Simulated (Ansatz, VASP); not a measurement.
## RbVF3: VASP beside Ansatz

The input INCAR:

```
SYSTEM = RbVF3
PREC = Accurate ; ENCUT = 520
EDIFF = 1E-7 ; ISMEAR = 0
SIGMA = 0.05 ; LREAL = .FALSE.
LASPH = .TRUE. ; NELM = 150
ALGO = Normal ; ISIF = 2
LWAVE = .FALSE. ; LCHARG = .FALSE.
ISPIN = 2 ; MAGMOM = 0 2.48 0.02 0.02 0.02
LORBIT = 11 ; LMAXMIX = 4
LDAU = .TRUE. ; LDAUTYPE = 2
LDAUL = -1 2 -1 ; LDAUU = 0 4 0
LDAUJ = 0 0 0 ; LDAUPRINT = 1
NBANDS = 34
```

Contents of KPOINTS:

```
regular mesh
0
G
  5 5 5
  0 0 0
```

The input POSCAR:

```
RbVF3
1.0
    4.1819996800      0.0000000000      0.0000000000
    0.0000000000      4.1819996800      0.0000000000
    0.0000000000      0.0000000000      4.1819996800
Rb V F
1 1 3
Direct
    0.0000000000      0.0000000000      0.0000000000
    0.5000000000      0.5000000000      0.5000000000
    0.5000000000      0.5000000000      0.0000000000
    0.0000000000      0.5000000000      0.5000000000
    0.5000000000      0.0000000000      0.5000000000
```

Input for Ansatz:

```yaml
crystal:
  lattice:
    - [4.18199968, 0.0, 0.0]
    - [0.0, 4.18199968, 0.0]
    - [0.0, 0.0, 4.18199968]
  atoms:
    - { symbol: Rb, position: [0.0, 0.0, 0.0] }
    - { symbol: V, position: [0.5, 0.5, 0.5], spin: 3.0 }
    - { symbol: F, position: [0.5, 0.5, 0.0] }
    - { symbol: F, position: [0.0, 0.5, 0.5] }
    - { symbol: F, position: [0.5, 0.0, 0.5] }
basis:
  ecutwfc: 420
  ecutrho_ratio: 4
kpoints:
  mp_grid: { grid: [5, 5, 5] }
hamiltonian:
  xc: lda
  hubbard:
    sites:
      - { site: 1, l: d, u_eff: 4.0, starting_ns: [{ spin: up, occupation_matrix: s1up }, { spin: down, occupation_matrix: s1down }] }
    occupation_matrices:
      s1up:
        matrix:
          - [0.02, 0.0, 0.0, 0.0, 0.0]
          - [0.0, 0.97, 0.0, 0.0, 0.0]
          - [0.0, 0.0, 0.97, 0.0, 0.0]
          - [0.0, 0.0, 0.0, 0.02, 0.0]
          - [0.0, 0.0, 0.0, 0.0, 0.97]
      s1down:
        matrix:
          - [0.02, 0.0, 0.0, 0.0, 0.0]
          - [0.0, 0.02, 0.0, 0.0, 0.0]
          - [0.0, 0.0, 0.02, 0.0, 0.0]
          - [0.0, 0.0, 0.0, 0.02, 0.0]
          - [0.0, 0.0, 0.0, 0.0, 0.02]
    ns_hold: { iters: 10 }
scf:
  occupations: { method: gaussian, width: 0.05 }
  lower_state_search: "off"
  max_iter: 150
output:
  forces: true
  stress: true
  eigenvalues: true
  populations: true
  hubbard: { sites: [{ site: 1, l: d }] }
  write_density: true
  write_potential: true
  elf: true
  volumetric_format: npy
magnetization:
  spin_polarized: true
```

Alike in both runs: task single point; functional LDA; k mesh 5 × 5 × 5; occupations gaussian, width 0.05 eV; collinear spin; Hubbard terms V d U = 4.0 eV.

|  | VASP | Ansatz |
| --- | --- | --- |
| version | VASP 6.6.1 | Ansatz 0.2.0 |
| potentials or method | VASP PAW LDA potentials, release 64 (Rb_sv, V_sv, F), cutoff 520 eV | scalar-relativistic, plane waves, PAW |
| valence electrons in the cell | 43 | 43 |

```csv
,VASP,Ansatz,Ansatz less VASP
gap on the k mesh at the Fermi level (eV),2.28,2.79,+0.509
least direct gap on the mesh (eV),3.38,3.77,+0.387
pressure (GPa),-3.2,-3.8,-0.63
net moment per atom (μB),0.60,0.60,0.000
size of the moment on the site where the two differ most (μB),2.72,2.25,-0.466
```

LDA's correlation is that of Perdew and Zunger in VASP and of Perdew and Wang (1992) in Ansatz. Site moments also hang on the region over which each program counts them. The programs project onto different local orbitals, so the same U acts differently, and such runs can settle in different states.
